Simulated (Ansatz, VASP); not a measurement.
One calculation of AlNi, two programs

Contents of INCAR:

```
ALGO = Fast
EDIFF = 1E-7
EDIFFG = -0.01
ENCUT = 600
IBRION = 2
ISIF = 3
ISMEAR = 0
LASPH = T
LCHARG = F
LREAL = F
LWAVE = F
NELM = 80
NSW = 80
PREC = Accurate
SIGMA = 0.1
```

Contents of KPOINTS:

```
k-points
0
Gamma
  16 16 14
```

POSCAR

```
AlNi
1.0
    1.9386940000     -1.9531901500      0.0000000000
    1.9386940000      1.9531901500      0.0000000000
    0.0000000000      0.0000000000      3.0994300413
Al Ni
1 1
Direct
    0.0000000000      0.0000000000      0.0000000000
    0.5000000000      0.5000000000      0.5000000000
```

Input for Ansatz:

```yaml
crystal:
  lattice:
    - [1.938694, -1.95319015, 0.0]
    - [1.938694, 1.95319015, 0.0]
    - [0.0, 0.0, 3.0994300413]
  atoms:
    - { symbol: Al, position: [0.0, 0.0, 0.0] }
    - { symbol: Ni, position: [0.5, 0.5, 0.5] }
basis:
  ecutwfc: 420
kpoints:
  mp_grid: { grid: [16, 16, 14] }
hamiltonian:
  xc: lda
scf:
  occupations: { method: gaussian, width: 0.1 }
output:
  forces: true
  stress: true
  eigenvalues: true
relax:
  adjacent_minimum: "off"
  f_tol: 0.01
  max_steps: 60
  cell: { stress_tol: 0.05 }
```

Alike in both runs: task relaxation of cell and atoms; functional LDA; k mesh 16 × 16 × 14; occupations gaussian, width 0.1 eV; no spin polarisation.

|  | VASP | Ansatz |
| --- | --- | --- |
| version | VASP 6.6.1 | Ansatz 0.2.0 |
| potentials or method | VASP PAW LDA potentials, release 64 (Al, Ni), cutoff 600 eV | scalar-relativistic, plane waves, PAW |
| valence electrons in the cell | 13 | 21 |

Ansatz gave:

| Quantity | Value |
| --- | --- |
| gap on the k mesh at the Fermi level, each at its own relaxed structure (eV) | none |
| relaxed volume (Å³/atom) | 11.36 |
| relaxed length of the cell vector where the two differ most in proportion (Å) | 2.840 |

What did VASP give for the same quantities?

gap on the k mesh at the Fermi level, each at its own relaxed structure (eV): none; relaxed volume (Å³/atom): 11.38; relaxed length of the cell vector where the two differ most in proportion (Å): 2.842.

LDA's correlation is that of Perdew and Zunger in VASP and of Perdew and Wang (1992) in Ansatz. A gap of «none» marks a metal or a gap that the smearing closes. VASP's potentials hold 13 valence electrons a cell and Ansatz's 21, so a difference there can come from the potentials and not from the codes.
